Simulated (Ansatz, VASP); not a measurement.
**ZnSe in VASP and in Ansatz**

```
Zn Se
1.0
     5.49550    0.00000    0.00000
     0.00000    5.49550    0.00000
     0.00000    0.00000    4.40717
Zn Se
1 1
Cartesian
  2.7478 2.7478 2.2036
  2.7478 2.7478 0.0000
```

Alike in both runs: functional PBE; k mesh 14 × 14 × 12; occupations gaussian, width 0.1 eV; no spin polarisation.

Ansatz relaxed the structure, and its values are those at the end. VASP's run is a single point on that final structure, the one shown.

|  | VASP | Ansatz |
| --- | --- | --- |
| version | VASP 6.6.1 | Ansatz 0.2.0 |
| potentials or method | VASP PAW PBE potentials, release 64 (Zn, Se), cutoff 520 eV | scalar-relativistic, plane waves, PAW |
| valence electrons in the cell | 18 | 28 |

|  | VASP | Ansatz | Ansatz less VASP |
| --- | --- | --- | --- |
| gap on the k mesh at the Fermi level (eV) | 0.50 | 0.50 | +0.001 |
| least direct gap on the mesh (eV) | 1.44 | 1.45 | +0.005 |
| pressure (GPa) | 0.1 | 0.0 | -0.10 |

VASP's potentials hold 18 valence electrons a cell and Ansatz's 28, so a difference there can come from the potentials and not from the codes.
